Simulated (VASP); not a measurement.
Write the native input for VASP 6.6.1 that does the following.

* Task: single point
* Functional: r2SCAN
* Potentials or basis: VASP PAW PBE potentials, release 64 (P)
* Cutoff: 550 eV
* k mesh: 18 × 18 × 18
* Occupations: methfessel-paxton, width 0.05 eV
* Spin: no spin polarisation
* Dipole correction: no
* Further INCAR settings: ALGO = Normal; EDIFF = 1e-06; NBANDS = 8

Crystal: P.

```
P
1.0
     0.00000    1.80263    1.80263
     1.80263    0.00000    1.80263
     1.80263    1.80263    0.00000
P
1
Cartesian
  0.0000 0.0000 0.0000
```

This isn't the form of P at room conditions, which is orthorhombic.

The input as run:

POSCAR

```
P
1.0
    0.0000000000      1.8026269483      1.8026269483
    1.8026269483      0.0000000000      1.8026269483
    1.8026269483      1.8026269483      0.0000000000
P
1
Direct
    0.0000000000      0.0000000000      0.0000000000
```

INCAR.step1

```
SYSTEM = P
PREC = Accurate
ENCUT = 550
ISMEAR = 1
SIGMA = 0.05
LREAL = .False.
LASPH = .True.
NELM = 120
NBANDS = 8
GGA = PE
ALGO = Normal
EDIFF = 1E-5
LWAVE = .True.
LCHARG = .False.
GGA_COMPAT = .False.
```

INCAR.step2

```
SYSTEM = P
PREC = Accurate
ENCUT = 550
EDIFF = 1E-6
ISMEAR = 1
SIGMA = 0.05
LREAL = .False.
LASPH = .True.
NELM = 120
ALGO = Normal
ISIF = 2
LWAVE = .False.
LCHARG = .False.
METAGGA = R2SCAN
LMIXTAU = .True.
NBANDS = 8
ISTART = 1
GGA_COMPAT = .False.
```

KPOINTS

```
Automatic mesh
0
Gamma
  18 18 18
  0 0 0
```

Potentials or basis: VASP PAW PBE potentials, release 64 (P).

Command:

```bash
$ cat potpaw_PBE.64/P/POTCAR > POTCAR
$ cp INCAR.step1 INCAR
$ mpirun -np 1 vasp_std > vasp.out
$ cp INCAR.step2 INCAR
$ mpirun -np 1 vasp_std > vasp.out
```

Results of the run:

The pressure is 29.5 GPa and the band gap on the k mesh is zero (an odd number of electrons rules out a gap without spin polarisation).

Caveat: the cell stands under pressure; the PAW data sets were made with another functional, which shifts forces and pressure a little.

It took 26 s on 1 thread of Intel(R) Xeon(R) 6975P-C (Granite Rapids) (shared host), peak memory 0.13 GiB.
